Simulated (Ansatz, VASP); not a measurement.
**One calculation of SrO, two programs**

The input INCAR:

```
SYSTEM = SrO
PREC = Accurate ; ENCUT = 520
EDIFF = 1E-7 ; ISMEAR = -1
SIGMA = 0.02 ; LREAL = .False.
LASPH = .True. ; NELM = 80
ALGO = Normal ; ISIF = 2
LWAVE = .False. ; LCHARG = .True.
GGA = PE ; LELF = .True.
LVHAR = .True. ; NBANDS = 15
```

The input KPOINTS:

```
regular mesh
0
Gamma
  8 8 8
  0 0 0
```

Contents of POSCAR:

```
SrO
1.0
    0.0000000000      2.5910389797      2.5910389797
    2.5910389797      0.0000000000      2.5910389797
    2.5910389797      2.5910389797      0.0000000000
Sr O
1 1
Direct
    0.0000000000      0.0000000000      0.0000000000
    0.5000000000      0.5000000000      0.5000000000
```

Input for Ansatz:

```yaml
crystal:
  lattice:
    - [0.0, 2.5910389797, 2.5910389797]
    - [2.5910389797, 0.0, 2.5910389797]
    - [2.5910389797, 2.5910389797, 0.0]
  atoms:
    - { symbol: Sr, position: [0.0, 0.0, 0.0] }
    - { symbol: O, position: [0.5, 0.5, 0.5] }
kpoints:
  mp_grid: { grid: [8, 8, 8] }
scf:
  occupations: { method: fermi_dirac, width: 0.02 }
hamiltonian:
  xc: pbe
  pseudopotentials: { kind: all_electron, lapw: { basis_error: 0.00025 } }
output:
  forces: true
  stress: true
  eigenvalues: true
```

Change from the starting cell: volume scaled by 1.025.

Alike in both runs: task single point; functional PBE; k mesh 8 × 8 × 8; occupations fermi-dirac, width 0.02 eV; no spin polarisation.

```csv
,VASP,Ansatz
version,VASP 6.6.1,Ansatz 0.2.0
potentials or method,"VASP PAW PBE potentials, release 64 (Sr_sv, O), cutoff 520 eV","all-electron LAPW, scalar-relativistic"
```

Ansatz gave:

| Item | Value |
| --- | --- |
| gap on the k mesh at the Fermi level (eV) | 3.32 |
| pressure (GPa) | 0.6 |

**Question.** Estimate VASP's values.

**Answer.** gap on the k mesh at the Fermi level (eV): 3.28; pressure (GPa): 1.2.

Ansatz ran all-electron here, and VASP with PAW potentials.
